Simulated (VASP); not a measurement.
# Sn (P6_3/mmc) in VASP: single point with PBE

Aim: the single point of Sn with PBE.

All numbers are computed with VASP 6.6.1; they aren't measurements. Logs are shortened: lines on timing, memory, paths and dates and some standing lists are left out, and cuts for length are marked.

## 1. The cell of the first run

The structure is hexagonal, space group P6_3/mmc (No. 194). The conventional cell has a = 3.382 Å, b = 3.382 Å, c = 5.548 Å, α = 90.00°, β = 90.00°, γ = 120.00°. Within 4.4 Å of Sn (site symmetry -6m2) lie 12 Sn at 3.38 to 3.39 Å.

This isn't the form of Sn at room conditions, which is tetragonal (white tin).

## 2. Single point, PBE

File INCAR:

```
  PREC = Accurate
  ENCUT = 500
  EDIFF = 1E-6
  ISMEAR = 0
  SIGMA = 0.05
  LREAL = False
  LASPH = True
  NELM = 120
  ALGO = Normal
  ISIF = 2
  LWAVE = False
  LCHARG = False
  GGA = PE
  NBANDS = 21
  GGA_COMPAT = False
```

File KPOINTS:

```
regular mesh
0
Gamma
  6 6 4
```

File POSCAR:

```
Sn
1.0
    3.3823590990      0.0000000000      0.0000000000
   -1.6911795495      2.9292089045      0.0000000000
    0.0000000000      0.0000000000      5.5477477073
Sn
2
Direct
    0.3333333333      0.6666666667      0.7500000000
    0.6666666667      0.3333333333      0.2500000000
```

Potentials or basis: VASP PAW PBE potentials, release 64 (Sn_d).

The run is started by

```sh
$ cat potpaw_PBE.64/Sn_d/POTCAR > POTCAR
$ mpirun -np 1 vasp_std > vasp.out
```

OUTCAR:

```text
PREC = Accurate
   ENCUT = 500
   EDIFF = 1E-6
   ISMEAR = 0
   LREAL = False
   LASPH = True
   NELM = 120
   ISIF = 2
   GGA = PE

 ion  position               nearest neighbor table
   1  0.333  0.667  0.750-   2 3.39   2 3.39   2 3.39   2 3.39   2 3.39   2 3.39
   2  0.667  0.333  0.250-   1 3.39   1 3.39   1 3.39   1 3.39   1 3.39   1 3.39

  LATTYP: Found a hexagonal cell.
 ALAT       =     3.3823590990
 C/A-ratio  =     1.6402006839

  Lattice vectors:

 A1 = (   3.3823590990,   0.0000000000,   0.0000000000)
 A2 = (  -1.6911795495,   2.9292089045,   0.0000000000)
 A3 = (   0.0000000000,   0.0000000000,   5.5477477073)

Analysis of symmetry for initial positions (statically):
=====================================================================
 Subroutine PRICEL returns:
 Original cell was already a primitive cell.

 Routine SETGRP: Setting up the symmetry group for a
 hexagonal supercell.

 Subroutine GETGRP returns: Found 24 space group operations
 (whereof 12 operations were pure point group operations)
 out of a pool of 24 trial point group operations.

The static configuration has the point symmetry D_3d.
 The point group associated with its full space group is D_6h.

Analysis of symmetry for dynamics (positions and initial velocities):
=====================================================================
 Subroutine PRICEL returns:
 Original cell was already a primitive cell.

 Routine SETGRP: Setting up the symmetry group for a
 hexagonal supercell.

 Subroutine GETGRP returns: Found 24 space group operations
 (whereof 12 operations were pure point group operations)
 out of a pool of 24 trial point group operations.

The dynamic configuration has the point symmetry D_3d.
 The point group associated with its full space group is D_6h.

 Subroutine INISYM returns: Found 24 space group operations
 (whereof 12 operations are pure point group operations),
 and found     1 'primitive' translations

----------------------------------------------------------------------------------------

                                     Primitive cell

  volume of cell :      54.9651

  direct lattice vectors                    reciprocal lattice vectors
     3.382359099  0.000000000  0.000000000     0.295651636  0.170694551  0.000000000
    -1.691179549  2.929208904  0.000000000     0.000000000  0.341389103  0.000000000
     0.000000000  0.000000000  5.547747707     0.000000000  0.000000000  0.180253330

  length of vectors
     3.382359099  3.382359099  5.547747707     0.341389103  0.341389103  0.180253330

  position of ions in fractional coordinates (direct lattice)
     0.333333333  0.666666667  0.750000000
     0.666666667  0.333333333  0.250000000

  ion indices of the primitive-cell ions
   primitive index   ion index
                 1           1
                 2           2

----------------------------------------------------------------------------------------

 KPOINTS: regular mesh

Automatic generation of k-mesh.
 Grid dimensions read from file:
 generate k-points for:    6    6    4

 Generating k-lattice:

  Cartesian coordinates                     Fractional coordinates (reciprocal lattice)
     0.049275273  0.028449092  0.000000000     0.166666667  0.000000000  0.000000000
     0.000000000  0.056898184  0.000000000     0.000000000  0.166666667  0.000000000
     0.000000000  0.000000000  0.045063333     0.000000000  0.000000000  0.250000000

  Length of vectors
     0.056898184  0.056898184  0.045063333

  Shift w.r.t. Gamma in fractional coordinates (k-lattice)
     0.000000000  0.000000000  0.000000000

 Subroutine IBZKPT returns following result:
 ===========================================

 Found     21 irreducible k-points:

 Following reciprocal coordinates:
            Coordinates               Weight
  0.000000  0.000000  0.000000      1.000000
  0.166667  0.000000  0.000000      6.000000
  0.333333  0.000000  0.000000      6.000000
  0.500000  0.000000  0.000000      3.000000
  0.166667  0.166667  0.000000      6.000000
  0.333333  0.166667  0.000000     12.000000
[... 13 lines left out ...]
  0.333333  0.166667  0.500000     12.000000
  0.333333  0.333333  0.500000      2.000000
   k-points           NKPTS =     21   k-points in BZ     NKDIM =     21   number of bands    NBANDS=     21
   number of dos      NEDOS =    301   number of ions     NIONS =      2
   total plane-waves  NPLWV =  31360
   dimension x,y,z NGX =    28 NGY =   28 NGZ =   40
   dimension x,y,z NGXF=    56 NGYF=   56 NGZF=   80
   ions per type =               2
   NGX,Y,Z   is equivalent  to a cutoff of  13.76, 13.76, 11.99 a.u.
   NGXF,Y,Z  is equivalent  to a cutoff of  27.52, 27.52, 23.97 a.u.
 SYSTEM =  unknown system
   PREC   = accura    normal or accurate (medium, high low for compatibility)
   ISTART =      0    job   : 0-new  1-cont  2-samecut
   ICHARG =      2    charge: 1-file 2-atom 10-const
   ISPIN  =      1    spin polarized calculation?
   LNONCOLLINEAR =      F non collinear calculations
   LSORBIT =      F    spin-orbit coupling
   LASPH  =      T    aspherical Exc in radial PAW
   ENCUT  =  500.0 eV  36.75 Ry    6.06 a.u.   6.17  6.17 10.11*2*pi/ulx,y,z
   NELM   =    120;   NELMIN=  2; NELMDL= -5     # of ELM steps
   EDIFF  = 0.1E-05   stopping-criterion for ELM
   LREAL  =      F    real-space projection
[... 7 lines left out ...]
   TEBEG  =    0.0;   TEEND  =   0.0 temperature during run
   PSTRESS=    0.0 pullay stress
   NELECT =      28.0000    total number of electrons
   NUPDOWN=      -1.0000    fix difference up-down
   EMIN   =  10.00;   EMAX   =-10.00  energy-range for DOS
   EFERMI =   0.00;   METHOD = LEGACY
   ISMEAR =     0;   SIGMA  =   0.05  broadening in eV -4-tet -1-fermi 0-gaus
   EFERMI_NEDOS =   21; number of points for ismear=-14 and -15
   IALGO  =     38    algorithm
   IMIX   =      4    mixing-type and parameters
     AMIX     =   0.40;   BMIX     =  1.00
     AMIX_MAG =   1.60;   BMIX_MAG =  1.00
  volume/ion in A,a.u.               =      27.48       185.46
  Fermi-wavevector in a.u.,A,eV,Ry     =   1.307471  2.470761 23.258878  1.709479
  Thomas-Fermi vector in A             =   2.438203
   LORBIT       =      0    0 simple, 1 ext, 2 COOP (PROOUT), +10 PAW based schemes
   GGA     = PE    functional components
   LHFCALC =     F    Hartree Fock is set to
   AEXX    =    0.0000 exact exchange contribution
   IVDW    =     0    specifies the selected vdW correction
   LEPSILON=     F    determine dielectric tensor
   LRPA    =     F    only Hartree local field effects (RPA)
 non-spin polarized calculation
 Gauss-broadening in eV      SIGMA  =   0.05
  energy-cutoff  :      500.00
  volume of cell :       54.97
 maximum number of plane-waves:      1412
 NGX is ok and might be reduce to    28
   NGX = 13   NGY = 13   NGZ = 21

 number of electron      27.9999993 magnetization

 Free energy of the ion-electron system (eV)
  ---------------------------------------------------
  ext. energy  EPLUGINS =         0.00000000
  ---------------------------------------------------
  free energy    TOTEN  =        -7.53747555 eV

  energy without entropy =       -7.53392873  energy(sigma->0) =       -7.53570214

 E-fermi :   8.2021     XC(G=0): -10.3167

 val. band max:        7.7379974451   @ k =   0.3333   0.1667   0.2500
 cond. band min:       8.2154584837   @ k =   0.3333   0.0000   0.2500
 fundamental gap:      0.4774610386
 Fermi energy:         8.2020728240

 k-point     1 :       0.0000    0.0000    0.0000
  band No.  band energies     occupation
      1     -13.5780      2.00000
      2     -13.5755      2.00000
      3     -13.5706      2.00000
      4     -13.5706      2.00000
      5     -13.5607      2.00000
      6     -13.5607      2.00000
[... 13 lines left out ...]
     20      17.7688      0.00000
     21      19.8066      0.00000

 k-point     2 :       0.1667    0.0000    0.0000
  band No.  band energies     occupation
      1     -13.6006      2.00000
      2     -13.5679      2.00000
      3     -13.5555      2.00000
      4     -13.5420      2.00000
      5     -13.5382      2.00000
      6     -13.5369      2.00000
[... 13 lines left out ...]
     20      18.0566      0.00000
     21      19.0233      0.00000

 k-point     3 :       0.3333    0.0000    0.0000
  band No.  band energies     occupation
      1     -13.6365      2.00000
      2     -13.5766      2.00000
      3     -13.5750      2.00000
      4     -13.5586      2.00000
      5     -13.5172      2.00000
      6     -13.4921      2.00000
[... 13 lines left out ...]
     20      17.0711      0.00000
     21      18.5752      0.00000

 k-point     4 :       0.5000    0.0000    0.0000
  band No.  band energies     occupation
      1     -13.6531      2.00000
      2     -13.5958      2.00000
      3     -13.5816      2.00000
      4     -13.5679      2.00000
      5     -13.5071      2.00000
      6     -13.4960      2.00000
[... 13 lines left out ...]
     20      16.6601      0.00000
     21      18.3089      0.00000

 k-point     5 :       0.1667    0.1667    0.0000
  band No.  band energies     occupation
      1     -13.5902      2.00000
      2     -13.5847      2.00000
      3     -13.5685      2.00000
      4     -13.5525      2.00000
      5     -13.5296      2.00000
      6     -13.5215      2.00000
[... 13 lines left out ...]
     20      17.5353      0.00000
     21      18.2903      0.00000
[... 310 lines left out ...]
     20      14.8938      0.00000
     21      15.7246      0.00000

 k-point    19 :       0.1667    0.1667    0.5000
  band No.  band energies     occupation
      1     -13.5917      2.00000
      2     -13.5917      2.00000
      3     -13.5605      2.00000
      4     -13.5605      2.00000
      5     -13.5167      2.00000
      6     -13.5167      2.00000
[... 13 lines left out ...]
     20      17.7783      0.00000
     21      19.5538      0.00000

 k-point    20 :       0.3333    0.1667    0.5000
  band No.  band energies     occupation
      1     -13.5970      2.00000
      2     -13.5970      2.00000
      3     -13.5634      2.00000
      4     -13.5634      2.00000
      5     -13.5125      2.00000
      6     -13.5125      2.00000
[... 13 lines left out ...]
     20      16.5397      0.00000
     21      17.9552      0.00000

 k-point    21 :       0.3333    0.3333    0.5000
  band No.  band energies     occupation
      1     -13.5854      2.00000
      2     -13.5854      2.00000
      3     -13.5301      2.00000
      4     -13.5301      2.00000
      5     -13.5029      2.00000
      6     -13.5029      2.00000
[... 13 lines left out ...]
     20      16.8760      0.00000
     21      16.8837      0.00000

------------------------ aborting loop because EDIFF is reached ----------------------------------------

  FORCE on cell =-STRESS in cart. coord.  units (eV):
  Direction    XX          YY          ZZ          XY          YZ          ZX
  --------------------------------------------------------------------------------------
  -------------------------------------------------------------------------------------
  Total       -0.0501007     -0.0501007      0.0149675      0.0000000      0.0000000      0.0000000
  in kB       -1.4603865     -1.4603865      0.4362880      0.0000000      0.0000000      0.0000000
  external PRESSURE =      -0.8281617 kB  Pullay stress =       0.0000000 kB

 VOLUME and BASIS-vectors are now :
 -----------------------------------------------------------------------------
  energy-cutoff  :      500.00
  volume of cell :       54.97
      direct lattice vectors                 reciprocal lattice vectors
     3.382359099  0.000000000  0.000000000     0.295651636  0.170694551  0.000000000
    -1.691179549  2.929208904  0.000000000     0.000000000  0.341389103  0.000000000
     0.000000000  0.000000000  5.547747707     0.000000000  0.000000000  0.180253330

 POSITION                                       TOTAL-FORCE (eV/Angst)
 -----------------------------------------------------------------------------------
     -0.00000      1.95281      4.16081        -0.000000      0.000000      0.000000
      1.69118      0.97640      1.38694         0.000000     -0.000000      0.000000
 -----------------------------------------------------------------------------------
    total drift:                               -0.000000      0.000000      0.000000

  FREE ENERGIE OF THE ION-ELECTRON SYSTEM (eV)
  ---------------------------------------------------
  free  energy   TOTEN  =        -7.5374755470 eV

  energy  without entropy=       -7.5339287317  energy(sigma->0) =       -7.53570214
```

It took 20 s on 1 thread of Intel Xeon 6975P-C (Granite Rapids), shared host; peak memory 0.17 GiB.

What came out:

```
Free energy            : -7.5375 eV
Pressure               : -0.1 GPa
Band gap on the k mesh : zero (bands 14 and 15 overlap by 7.67 eV)
```

Levels at points of the mesh, in eV from the Fermi level:
| k point | band 12 | band 13 | band 14 | band 15 | band 16 | band 17 |
| --- | --- | --- | --- | --- | --- | --- |
| (0.00, 0.00, 0.00) | -7.03 | -4.78 | 5.50 | 5.50 | 7.23 | 7.23 |
| (0.50, 0.00, 0.00) | -6.14 | -2.61 | -1.70 | -0.98 | 1.03 | 1.88 |
| (0.00, 0.00, 0.50) | -9.99 | 0.70 | 0.70 | 6.39 | 6.39 | 6.39 |
| (0.50, 0.00, 0.50) | -6.24 | -4.23 | -4.23 | 3.21 | 3.21 | 3.52 |

Caveat: spin-orbit coupling is left out, which moves the levels of the heavy elements.

The gap in the log of VASP goes by the Fermi energy; the results here count the filled bands.